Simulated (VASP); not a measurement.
Runs of VASP 6.6.1 on Pt. The structure is that of space group Fm-3m (No. 225), or close to it. The cells are those of the table. 

```csv
task,level,cell,cutoff (eV),gap on the mesh (eV),pressure (GPa),relaxed volume (Å³/atom)
single point,PBE+D4,"a = 2.783 Å, angles 60.0°, 1 atom",500,none,-0.5,-
single point,r2SCAN+D4,"a = 2.780 Å, angles 60.0°, 1 atom",550,none,0.8,-
relaxation of cell and atoms,PBE+D4,"relaxed from a = 2.773 Å, angles 60.0°, 1 atom",500,none,0.0,15.21
single point,revPBE+D3(BJ),"a = 2.764 Å, angles 60.0°, 1 atom",500,none,-0.6,-
single point,RPBE,"a = 2.825 Å, angles 60.0°, 1 atom",500,none,-0.5,-
relaxation of cell and atoms,revPBE+D3(BJ),"relaxed from a = 2.773 Å, angles 60.0°, 1 atom",500,none,0.0,14.90
relaxation of cell and atoms,r2SCAN+D4,"relaxed from a = 2.773 Å, angles 60.0°, 1 atom",550,none,0.0,(a)
relaxation of cell and atoms,RPBE,"relaxed from a = 2.773 Å, angles 60.0°, 1 atom",500,none,-0.1,(b)
```

Alike in all rows: potentials or basis VASP PAW PBE potentials, release 64 (Pt); no spin polarisation; k mesh 12 × 12 × 12; smearing fermi-dirac 0.1 eV.

Q: Estimate the missing entries.

A: (a) 15.23; (b) 15.92.

Caveats: spin-orbit coupling is left out, which moves the levels of the heavy elements; the PAW data sets were made with another functional, which shifts forces and pressure a little (at least some runs).

A k mesh can miss the band edges, and the runs leave out spin-orbit coupling on Pt.

A gap of «none» marks levels without a gap at the run's occupations.
